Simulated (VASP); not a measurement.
Here is a VASP 6.6.1 calculation.

File INCAR:

```
ALGO = Normal ; EDIFF = 1E-6
ENCUT = 600 ; GGA = PE
GGA_COMPAT = F ; ISIF = 2
ISMEAR = 0 ; LASPH = T
LCHARG = F ; LREAL = F
LWAVE = F ; NBANDS = 11
NELM = 120 ; PREC = Accurate
SIGMA = 0.15
```

KPOINTS

```
k-points
0
Gamma
  5 5 5
```

Contents of POSCAR:

```
AlN
1.0
   -1.4401782847      1.4402025048      2.0358532508
    1.4401782847     -1.4402025048      2.0358532508
    1.4401782847      1.4402025048     -2.0358532508
Al N
1 1
Direct
    0.7902728811      0.7902728811      0.0000000000
    0.2902997089      0.2902997089      0.0000000000
```

Potentials or basis: VASP PAW PBE potentials, release 64 (Al, N).

Command:

```console
$ cat potpaw_PBE.64/Al/POTCAR potpaw_PBE.64/N/POTCAR > POTCAR
$ mpirun -np 1 vasp_std > vasp.out
```

Q: Predict the pressure.

A: -0.9 GPa.

Q: Estimate the band gap on the k mesh.

A: 4.99 eV, indirect (least direct gap 5.36 eV).

Stress tensor (GPa, compression positive):
```
-0.92  0.00  0.00
 0.00 -0.93  0.00
 0.00  0.00 -0.81
```

Caveat: the k points lie up to 0.62 Å⁻¹ apart. A k mesh can miss the band edges.
